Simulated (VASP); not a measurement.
A run of VASP 6.6.1 is set up as follows.

File INCAR:

```
PREC = Accurate ; ENCUT = 520
EDIFF = 1E-7 ; ISMEAR = 0
SIGMA = 0.1 ; LREAL = F
LASPH = T ; NELM = 60
ALGO = Normal ; ISIF = 2
LWAVE = F ; LCHARG = F
GGA = PE ; NBANDS = 21
```

KPOINTS

```
Automatic mesh
0
Gamma
  10 10 8
```

Contents of POSCAR:

```
La2O
1.0
    3.5998339354      0.0000000000      0.0000000000
    0.0000000000      3.5998339354      0.0000000000
    0.0000000000      0.0000000000      5.0526249753
La O
2 1
Direct
    0.5000000000      0.5000000000      0.5000000000
    0.0000000000      0.0000000000      0.0000000000
    0.0000000000      0.0000000000      0.5000000000
```

Potentials or basis: VASP PAW PBE potentials, release 64 (La, O).

Run with:

```console
$ cat potpaw_PBE.64/La/POTCAR potpaw_PBE.64/O/POTCAR > POTCAR
$ mpirun -np 1 vasp_std > vasp.out
```

**Question.** Estimate the band gap on the k mesh.

**Answer.** Zero (bands 14 and 15 overlap by 2.29 eV).

**Question.** What does it give for the pressure?

**Answer.** 4.9 GPa.

Caveat: the cell stands under pressure; spin-orbit coupling is left out, which moves the levels of the heavy elements.
